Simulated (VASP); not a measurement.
# TiH (P4_2/mmc) in VASP: a series of runs, part 2 of 2

VASP 6.6.1. The steps go on from the part before.

## (3) Single point, PBEsol

INCAR reads:

```
PREC = Accurate
ENCUT = 520
EDIFF = 1E-6
ISMEAR = -1
SIGMA = 0.1
LREAL = F
LASPH = T
NELM = 100
ALGO = Normal
ISIF = 2
LWAVE = F
LCHARG = F
GGA = PS
NBANDS = 21
```

KPOINTS reads:

```
Automatic mesh
0
Gamma
  9 9 6
```

POSCAR reads:

```
TiH
1.0
    2.9474900000      0.0000000000      0.0000000000
    0.0000000000      2.9474900000      0.0000000000
    0.0000000000      0.0000000000      4.5681400000
Ti H
2 2
Direct
    0.5000000000      0.0000000000      0.5000000000
    0.0000000000      0.5000000000      0.0000000000
    0.0000000000      0.0000000000      0.2500000000
    0.0000000000      0.0000000000      0.7500000000
```

Potentials or basis: VASP PAW PBE potentials, release 64 (Ti_sv, H).

Command:

```bash
cat potpaw_PBE.64/Ti_sv/POTCAR potpaw_PBE.64/H/POTCAR > POTCAR
mpirun -np 1 vasp_std > vasp.out
```

OUTCAR:

```text
PREC = Accurate
   ENCUT = 520
   EDIFF = 1E-6
   ISMEAR = -1
   LREAL = F
   LASPH = T
   NELM = 100
   ISIF = 2
   GGA = PS

 ion  position               nearest neighbor table
   1  0.500  0.000  0.500-   3 1.86   4 1.86   3 1.86   4 1.86
   2  0.000  0.500  0.000-   3 1.86   4 1.86   3 1.86   4 1.86
   3  0.000  0.000  0.250-   1 1.86   2 1.86   2 1.86   1 1.86
   4  0.000  0.000  0.750-   1 1.86   2 1.86   2 1.86   1 1.86

  LATTYP: Found a simple tetragonal cell.
 ALAT       =     2.9474900000
 C/A-ratio  =     1.5498407119

  Lattice vectors:

 A1 = (   2.9474900000,   0.0000000000,   0.0000000000)
 A2 = (   0.0000000000,   2.9474900000,   0.0000000000)
 A3 = (   0.0000000000,   0.0000000000,   4.5681400000)

Analysis of symmetry for initial positions (statically):
=====================================================================
 Subroutine PRICEL returns:
 Original cell was already a primitive cell.

 Routine SETGRP: Setting up the symmetry group for a
 simple tetragonal supercell.

 Subroutine GETGRP returns: Found 16 space group operations
 (whereof  8 operations were pure point group operations)
 out of a pool of 16 trial point group operations.

The static configuration has the point symmetry D_2h.
 The point group associated with its full space group is D_4h.

Analysis of symmetry for dynamics (positions and initial velocities):
=====================================================================
 Subroutine PRICEL returns:
 Original cell was already a primitive cell.

 Routine SETGRP: Setting up the symmetry group for a
 simple tetragonal supercell.

 Subroutine GETGRP returns: Found 16 space group operations
 (whereof  8 operations were pure point group operations)
 out of a pool of 16 trial point group operations.

The dynamic configuration has the point symmetry D_2h.
 The point group associated with its full space group is D_4h.

[... 119 lines left out ...]
   IALGO  =     38    algorithm
   IMIX   =      4    mixing-type and parameters
     AMIX     =   0.40;   BMIX     =  1.00
     AMIX_MAG =   1.60;   BMIX_MAG =  1.00
  volume/ion in A,a.u.               =       9.92        66.95
  Fermi-wavevector in a.u.,A,eV,Ry     =   1.421842  2.686891 27.505999  2.021634
  Thomas-Fermi vector in A             =   2.542609
   LORBIT       =      0    0 simple, 1 ext, 2 COOP (PROOUT), +10 PAW based schemes
   GGA     = PS    functional components
   LHFCALC =     F    Hartree Fock is set to
   AEXX    =    0.0000 exact exchange contribution
   IVDW    =     0    specifies the selected vdW correction
   LEPSILON=     F    determine dielectric tensor
   LRPA    =     F    only Hartree local field effects (RPA)
 non-spin polarized calculation
  energy-cutoff  :      520.00
  volume of cell :       39.69
 maximum number of plane-waves:      1085
 NGX is ok and might be reduce to    24
   NGX = 11   NGY = 11   NGZ = 17

 number of electron      25.9999998 magnetization

 Free energy of the ion-electron system (eV)
  ---------------------------------------------------
  ext. energy  EPLUGINS =         0.00000000
  ---------------------------------------------------
  free energy    TOTEN  =       -24.97496328 eV

  energy without entropy =      -24.89397784  energy(sigma->0) =      -24.93447056

 E-fermi :   7.4439     XC(G=0): -11.5878

 val. band max:        7.4421282502   @ k =   0.3333   0.1111   0.5000
 cond. band min:       7.4532632422   @ k =   0.1111   0.0000   0.1667
 fundamental gap:      0.0111349920
 Fermi energy:         7.4439110822

 k-point     1 :       0.0000    0.0000    0.0000
  band No.  band energies     occupation
      1     -49.2527      2.00000
      2     -49.1679      2.00000
      3     -25.8068      2.00000
      4     -25.4769      2.00000
      5     -25.4769      2.00000
      6     -25.3591      2.00000
[... 565 lines left out ...]
     20      11.5136      0.00000
     21      13.3950      0.00000

 [... further k-points ...]

------------------------ aborting loop because EDIFF is reached ----------------------------------------

  FORCE on cell =-STRESS in cart. coord.  units (eV):
  Direction    XX          YY          ZZ          XY          YZ          ZX
  --------------------------------------------------------------------------------------
  -------------------------------------------------------------------------------------
  Total       -0.8511167     -0.8511167     -0.5911454      0.0000000      0.0000000      0.0000000
  in kB      -34.3601956    -34.3601956    -23.8649642      0.0000000      0.0000000      0.0000000
  external PRESSURE =     -30.8617851 kB  Pullay stress =       0.0000000 kB

 VOLUME and BASIS-vectors are now :
 -----------------------------------------------------------------------------
  energy-cutoff  :      520.00
  volume of cell :       39.69
      direct lattice vectors                 reciprocal lattice vectors
     2.947490000  0.000000000  0.000000000     0.339271719  0.000000000  0.000000000
     0.000000000  2.947490000  0.000000000     0.000000000  0.339271719  0.000000000
     0.000000000  0.000000000  4.568140000     0.000000000  0.000000000  0.218907477

 POSITION                                       TOTAL-FORCE (eV/Angst)
 -----------------------------------------------------------------------------------
      1.47375      0.00000      2.28407         0.000000      0.000000     -0.000000
      0.00000      1.47375      0.00000         0.000000      0.000000     -0.000000
      0.00000      0.00000      1.14203         0.000000      0.000000     -0.000000
      0.00000      0.00000      3.42610         0.000000      0.000000      0.000000
 -----------------------------------------------------------------------------------
    total drift:                                0.000000      0.000000     -0.000000

  FREE ENERGIE OF THE ION-ELECTRON SYSTEM (eV)
  ---------------------------------------------------
  free  energy   TOTEN  =       -24.9749632778 eV

  energy  without entropy=      -24.8939778371  energy(sigma->0) =      -24.93447056
```

OSZICAR:

```text
N       E                     dE             d eps       ncg     rms          rms(c)
DAV:   1     0.279655938869E+03    0.27966E+03   -0.13638E+04  2520   0.150E+03
DAV:   2     0.176958822400E+01   -0.27789E+03   -0.27192E+03  2565   0.435E+02
DAV:   3    -0.277269251204E+02   -0.29497E+02   -0.29198E+02  4742   0.120E+02
DAV:   4    -0.291097890654E+02   -0.13829E+01   -0.13805E+01  3046   0.259E+01
DAV:   5    -0.291745539819E+02   -0.64765E-01   -0.64761E-01  3776   0.407E+00    0.168E+01
DAV:   6    -0.250820302815E+02    0.40925E+01   -0.12265E+01  2877   0.356E+01    0.344E+00
DAV:   7    -0.249764404686E+02    0.10559E+00   -0.14164E+00  3898   0.676E+00    0.208E+00
DAV:   8    -0.249723252800E+02    0.41152E-02   -0.11768E-01  2954   0.379E+00    0.895E-01
DAV:   9    -0.249748646776E+02   -0.25394E-02   -0.30273E-02  3458   0.127E+00    0.239E-01
DAV:  10    -0.249748771406E+02   -0.12463E-04   -0.32338E-03  3263   0.544E-01    0.794E-02
DAV:  11    -0.249749780044E+02   -0.10086E-03   -0.21933E-04  3121   0.137E-01    0.284E-02
DAV:  12    -0.249749646489E+02    0.13356E-04   -0.34143E-05  3513   0.435E-02    0.910E-03
DAV:  13    -0.249749635132E+02    0.11357E-05   -0.28571E-06  2522   0.141E-02    0.137E-03
DAV:  14    -0.249749632778E+02    0.23535E-06   -0.41511E-07  1580   0.910E-03
   1 F= -.24974963E+02 E0= -.24934471E+02  d E =-.809854E-01
```

Run time: 38 s. Hardware: 1 thread of Intel Xeon 6975P-C, shared host; peak memory 0.18 GiB.

What came out:

- Free energy: -24.9750 eV
- Pressure: -3.1 GPa
- Band gap on the k mesh: zero (band 13 reaches 7.72 eV, above the bottom of band 14 at 6.95 eV)

Stress tensor (GPa, compression positive):
```
-3.44  0.00  0.00
 0.00 -3.44  0.00
 0.00  0.00 -2.39
```

Levels at points of the mesh, in eV from the Fermi level:
| k point | band 9 | band 10 | band 11 | band 12 | band 13 | band 14 | band 15 | band 16 | band 17 | band 18 |
| --- | --- | --- | --- | --- | --- | --- | --- | --- | --- | --- |
| (0.00, 0.00, 0.00) | -9.11 | -3.79 | -2.70 | -2.36 | 0.04 | 0.59 | 0.59 | 1.59 | 2.39 | 3.03 |
| (0.00, 0.00, 0.50) | -7.26 | -7.26 | -1.31 | -1.31 | 0.06 | 0.06 | 1.37 | 1.37 | 1.83 | 1.83 |

Caveat: the PAW data sets were made with another functional, which shifts forces and pressure a little.
